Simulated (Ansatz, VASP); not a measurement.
HfRe3: VASP beside Ansatz

File INCAR:

```
PREC = Accurate
ENCUT = 600
EDIFF = 1E-6
ISMEAR = 0
SIGMA = 0.1
LREAL = F
LASPH = T
NELM = 60
ALGO = Fast
ISIF = 3
LWAVE = F
LCHARG = F
GGA = PE
IBRION = 2
NSW = 100
EDIFFG = -0.01
```

Contents of KPOINTS:

```
regular mesh
0
Gamma
  12 12 12
```

File POSCAR:

```
HfRe3
1.0
    4.0340756459      0.0000000000      0.0000000000
    0.0000000000      4.0340756459      0.0000000000
    0.0000000000      0.0000000000      4.0340756459
Hf Re
1 3
Direct
    0.0000000000      0.0000000000      0.0000000000
    0.0000000000      0.5000000000      0.5000000000
    0.5000000000      0.0000000000      0.5000000000
    0.5000000000      0.5000000000      0.0000000000
```

Input for Ansatz:

```yaml
crystal:
  lattice:
    - [4.0340756459, 0.0, 0.0]
    - [0.0, 4.0340756459, 0.0]
    - [0.0, 0.0, 4.0340756459]
  atoms:
    - { symbol: Hf, position: [0.0, 0.0, 0.0] }
    - { symbol: Re, position: [0.0, 0.5, 0.5] }
    - { symbol: Re, position: [0.5, 0.0, 0.5] }
    - { symbol: Re, position: [0.5, 0.5, 0.0] }
basis:
  ecutwfc: 420
kpoints:
  mp_grid: { grid: [12, 12, 12] }
hamiltonian:
  xc: pbe
scf:
  occupations: { method: gaussian, width: 0.1 }
output:
  forces: true
  stress: true
  eigenvalues: true
relax:
  adjacent_minimum: "off"
  f_tol: 0.01
  max_steps: 80
  cell: { stress_tol: 0.05 }
```

Alike in both runs: task relaxation of cell and atoms; functional PBE; k mesh 12 × 12 × 12; occupations gaussian, width 0.1 eV; no spin polarisation.

```csv
,VASP,Ansatz
version,VASP 6.6.1,Ansatz 0.2.0
potentials or method,"VASP PAW PBE potentials, release 64 (Hf_pv, Re), cutoff 600 eV","scalar-relativistic, plane waves, PAW"
valence electrons in the cell,31,71
```

VASP gave:

- gap on the k mesh at the Fermi level, each at its own relaxed structure (eV): none
- relaxed volume (Å³/atom): 16.33
- relaxed cell length with the largest relative difference (Å): 4.027

Q: Estimate Ansatz's values.

A: gap on the k mesh at the Fermi level, each at its own relaxed structure (eV): none; relaxed volume (Å³/atom): 16.36; relaxed cell length with the largest relative difference (Å): 4.030.

A gap of «none» marks a metal or a gap that the smearing closes. VASP's potentials hold 31 valence electrons a cell and Ansatz's 71, so a difference there can come from the potentials and not from the codes.

Spin-orbit coupling is off throughout.
